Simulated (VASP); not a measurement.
# CsIn: single point with PBE

CsIn:

```xyz
4
Lattice="4.1009 0.0000 0.0000 -2.0504 3.5515 0.0000 0.0000 0.0000 13.8045" Properties=species:S:1:pos:R:3 pbc="T T T"
Cs    0.0000    2.3677    0.7447
Cs    2.0504    1.1838    7.6469
In    0.0000    2.3677    4.5300
In    2.0504    1.1838   11.4322
```

| Item | Value |
| --- | --- |
| Program | VASP 6.6.1 |
| Task | single point |
| Functional | PBE |
| Potentials or basis | VASP PAW PBE potentials, release 64 (Cs_sv, In_d) |
| Cutoff | 520 eV |
| k mesh | 12 × 12 × 4 |
| Occupations | gaussian, width 0.1 eV |
| Spin | no spin polarisation |
| Dipole correction | no |
| Further INCAR settings | ALGO = Fast; EDIFF = 1e-07; NBANDS = 30 |

```
Pressure               : 0.0 GPa
Largest force          : 0.004 eV/Å
Band gap on the k mesh : zero (bands 22 and 23 overlap by 0.17 eV)
```

Forces in eV/Å, atoms in the order of the input:
```
Cs   0.000  0.000  0.004
Cs   0.000  0.000  0.004
In   0.000  0.000 -0.004
In   0.000  0.000 -0.004
```

Levels at points of the mesh, in eV from the Fermi level:
| k point | band 18 | band 19 | band 20 | band 21 | band 22 | band 23 | band 24 | band 25 | band 26 | band 27 |
| --- | --- | --- | --- | --- | --- | --- | --- | --- | --- | --- |
| (0.00, 0.00, 0.00) | -9.96 | -5.91 | -5.50 | -1.72 | -0.40 | 0.28 | 0.93 | 3.18 | 3.18 | 3.20 |
| (0.50, 0.00, 0.00) | -10.22 | -4.14 | -4.00 | -1.30 | -1.07 | 0.08 | 0.47 | 0.83 | 1.13 | 2.11 |
| (0.00, 0.00, 0.50) | -9.96 | -5.72 | -5.72 | -1.18 | -1.18 | 0.73 | 0.73 | 3.19 | 3.19 | 3.19 |
| (0.50, 0.00, 0.50) | -10.23 | -4.07 | -4.07 | -1.14 | -1.14 | 0.13 | 0.13 | 0.99 | 0.99 | 2.62 |

Run time: 13 min on 1 thread of Oxide Virtual Turin-like Processor (shared host), peak memory 0.45 GiB.

Caveat: spin-orbit coupling is left out, which moves the levels of the heavy elements.
